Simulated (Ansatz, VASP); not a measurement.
HfO2 in VASP and in Ansatz

```
Hf O
1.0
     0.00000    2.52918    2.52918
     2.52918    0.00000    2.52918
     2.52918    2.52918    0.00000
Hf O
1 2
Direct
  0.00000 0.00000 0.00000
  0.25000 0.25000 0.25000
  0.75000 0.75000 0.75000
```

Alike in both runs: task single point; functional HSE06; k mesh 6 × 6 × 6; no spin polarisation.

```csv
,VASP,Ansatz
version,VASP 6.6.1,Ansatz 0.2.0
potentials or method,"VASP PAW PBE potentials, release 64 (Hf_pv, O)","plane waves, PAW"
plane-wave cutoff (eV),520,420
occupations,"gaussian, width 0.01 eV",fixed
valence electrons in the cell,22,38
```

|  | VASP | Ansatz | Ansatz less VASP |
| --- | --- | --- | --- |
| gap on the k mesh at the Fermi level (eV) | 5.36 | 5.41 | +0.045 |
| pressure (GPa) | -5.3 | -0.4 | +4.92 |

One of these differences is far larger than is usual between the two programs; its cause wasn't traced. VASP's potentials hold 22 valence electrons a cell and Ansatz's 38, so a difference there can come from the potentials and not from the codes. Ansatz's warnings: stress exchange threshold loose, stress scf threshold loose.

Neither program's run includes spin-orbit coupling.
